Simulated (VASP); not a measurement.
# Pb in VASP: settings compared, part 2 of 2

VASP 6.6.1. The steps go on from the part before.

**3. Single point, PBE (atoms moved at random)**

Contents of INCAR:

```
  ALGO = Fast
  EDIFF = 1E-6
  ENCUT = 520
  GGA = PE
  ISIF = 2
  ISMEAR = -1
  LASPH = T
  LCHARG = F
  LREAL = F
  LWAVE = F
  NBANDS = 21
  NELM = 100
  PREC = Accurate
  SIGMA = 0.05
```

Contents of KPOINTS:

```
k-points
0
Gamma
  9 9 5
```

Contents of POSCAR:

```
Pb
1.0
    3.0386068135     -1.7503199600      0.0000000000
    3.0386068135      1.7503199600      0.0000000000
   -2.1154626375      0.0000000000      6.0952248674
Pb
2
Direct
    0.8992000000      0.9126090000      0.7288880000
    0.0934150000      0.0824840000      0.2714710000
```

Potentials or basis: VASP PAW PBE potentials, release 64 (Pb_d).

On the command line:

```bash
$ cat potpaw_PBE.64/Pb_d/POTCAR > POTCAR
$ mpirun -np 1 vasp_std > vasp.out
```

Wall time 10 min (1 thread of AMD EPYC 7R13, shared host); peak memory 0.32 GiB.

The run converged. Its results:

- Free energy: -7.0089 eV
- Pressure: 0.6 GPa
- Largest force: 0.146 eV/Å
- Band gap on the k mesh: zero (band 14 reaches 12.71 eV, above the bottom of band 15 at 5.11 eV)

Forces in eV/Å, atoms in the order of the input:
```
Pb   0.029 -0.010 -0.143
Pb  -0.029  0.010  0.143
```

Stress tensor (GPa, compression positive):
```
 0.59 -0.06 -0.01
-0.06  0.58 -0.12
-0.01 -0.12  0.67
```

Levels at points of the mesh, in eV from the Fermi level:
| k point | band 10 | band 11 | band 12 | band 13 | band 14 | band 15 | band 16 | band 17 | band 18 | band 19 |
| --- | --- | --- | --- | --- | --- | --- | --- | --- | --- | --- |
| (0.00, 0.00, 0.00) | -16.82 | -11.43 | -8.39 | -3.99 | 6.21 | 6.47 | 6.49 | 6.56 | 6.63 | 9.28 |

Caveat: the cell differs from its parent crystal (atoms moved at random); spin-orbit coupling is left out, which moves the levels of the heavy elements.

**4. Single point, PBE**

This run uses another cell than the first one, of 32.42 Å³/atom, 1.042 times its volume.

Contents of INCAR:

```
PREC = Accurate
ENCUT = 520
EDIFF = 1E-6
ISMEAR = -1
SIGMA = 0.05
LREAL = False
LASPH = True
NELM = 60
ALGO = Fast
ISIF = 2
LWAVE = False
LCHARG = False
GGA = PE
NBANDS = 21
```

Contents of KPOINTS:

```
Automatic mesh
0
Gamma
  9 9 5
```

Contents of POSCAR:

```
Pb
1.0
    3.0386068135     -1.7503199600      0.0000000000
    3.0386068135      1.7503199600      0.0000000000
   -2.1154626375      0.0000000000      6.0952248674
Pb
2
Direct
    0.9085084100      0.9085084100      0.7262922000
    0.0914915900      0.0914915900      0.2737078000
```

Potentials or basis: VASP PAW PBE potentials, release 64 (Pb_d).

On the command line:

```bash
$ cat potpaw_PBE.64/Pb_d/POTCAR > POTCAR
$ mpirun -np 1 vasp_std > vasp.out
```

OUTCAR:

```text
PREC = Accurate
   ENCUT = 520
   EDIFF = 1E-6
   ISMEAR = -1
   LREAL = False
   LASPH = True
   NELM = 60
   ISIF = 2
   GGA = PE

 ion  position               nearest neighbor table
   1  0.909  0.909  0.726-   2 3.34   2 3.41   2 3.41   2 3.45
   2  0.091  0.091  0.274-   1 3.34   1 3.41   1 3.41   1 3.45

  LATTYP: Found a base centered monoclinic cell.
 ALAT       =     6.0772136270
 B/A-ratio  =     0.5760271293
 C/A-ratio  =     1.0616534713
 COS(beta)  =    -0.3278823751

  Lattice vectors:

 A1 = (   3.0386068135,  -1.7503199600,   0.0000000000)
 A2 = (   3.0386068135,   1.7503199600,   0.0000000000)
 A3 = (  -2.1154626375,   0.0000000000,   6.0952248674)

Analysis of symmetry for initial positions (statically):
=====================================================================
 Subroutine PRICEL returns:
 Original cell was already a primitive cell.

 Routine SETGRP: Setting up the symmetry group for a
[... 163 lines left out ...]
  ext. energy  EPLUGINS =         0.00000000
  ---------------------------------------------------
  free energy    TOTEN  =        -7.01244304 eV

  energy without entropy =       -7.00439645  energy(sigma->0) =       -7.00841974

 E-fermi :   6.4891     XC(G=0):  -9.8211

 val. band max:        6.4826580768   @ k =   0.3333   0.2222  -0.0000
 cond. band min:       6.5371791344   @ k =  -0.3333  -0.4444   0.4000
 fundamental gap:      0.0545210576
 Fermi energy:         6.4891190567

 k-point     1 :       0.0000    0.0000    0.0000
  band No.  band energies     occupation
      1     -10.6172      2.00000
      2     -10.4996      2.00000
      3     -10.4993      2.00000
      4     -10.4968      2.00000
      5     -10.4957      2.00000
      6     -10.4798      2.00000
[... 565 lines left out ...]
     20      13.6970      0.00000
     21      15.3401      0.00000

 [... further k-points ...]

------------------------ aborting loop because EDIFF is reached ----------------------------------------

  FORCE on cell =-STRESS in cart. coord.  units (eV):
  Direction    XX          YY          ZZ          XY          YZ          ZX
  --------------------------------------------------------------------------------------
  -------------------------------------------------------------------------------------
  Total        0.3017786      0.3135863      0.2794700      0.0000000      0.0000000      0.0017663
  in kB        7.4573972      7.7491849      6.9061196      0.0000000      0.0000000      0.0436488
  external PRESSURE =       7.3709006 kB  Pullay stress =       0.0000000 kB

 VOLUME and BASIS-vectors are now :
 -----------------------------------------------------------------------------
  energy-cutoff  :      520.00
  volume of cell :       64.84
      direct lattice vectors                 reciprocal lattice vectors
     3.038606813 -1.750319960  0.000000000     0.164549095 -0.285662057  0.057109864
     3.038606813  1.750319960  0.000000000     0.164549095  0.285662057  0.057109864
    -2.115462637  0.000000000  6.095224867     0.000000000  0.000000000  0.164062856

 POSITION                                       TOTAL-FORCE (eV/Angst)
 -----------------------------------------------------------------------------------
      3.98476      0.00000      4.42691         0.028655      0.000000     -0.074180
     -0.02300      0.00000      1.66831        -0.028655      0.000000      0.074180
 -----------------------------------------------------------------------------------
    total drift:                                0.000000      0.000000     -0.000000

  FREE ENERGIE OF THE ION-ELECTRON SYSTEM (eV)
  ---------------------------------------------------
  free  energy   TOTEN  =        -7.0124430355 eV

  energy  without entropy=       -7.0043964532  energy(sigma->0) =       -7.00841974
```

stdout:

```text
POSCAR found type information on POSCAR Pb
 POSCAR found :  1 types and       2 ions
 scaLAPACK will be used
 LDA part: xc-table for (Slater+PW92), standard interpolation
 POSCAR, INCAR and KPOINTS ok, starting setup
 FFT: planning ... GRIDC
 FFT: planning ... GRID_SOFT
 FFT: planning ... GRID
 WAVECAR not read
 entering main loop
```

Wall time 2.1 min (1 thread of AMD EPYC 7R43 (Zen 3), shared host); peak memory 0.23 GiB.

Results:

* Free energy: -7.0124 eV
* Pressure: 0.7 GPa
* Largest force: 0.080 eV/Å
* Band gap on the k mesh: zero (band 14 reaches 12.73 eV, above the bottom of band 15 at 5.12 eV)

Forces in eV/Å, atoms in the order of the input:
```
Pb   0.029  0.000 -0.074
Pb  -0.029  0.000  0.074
```

Caveat: spin-orbit coupling is left out, which moves the levels of the heavy elements.
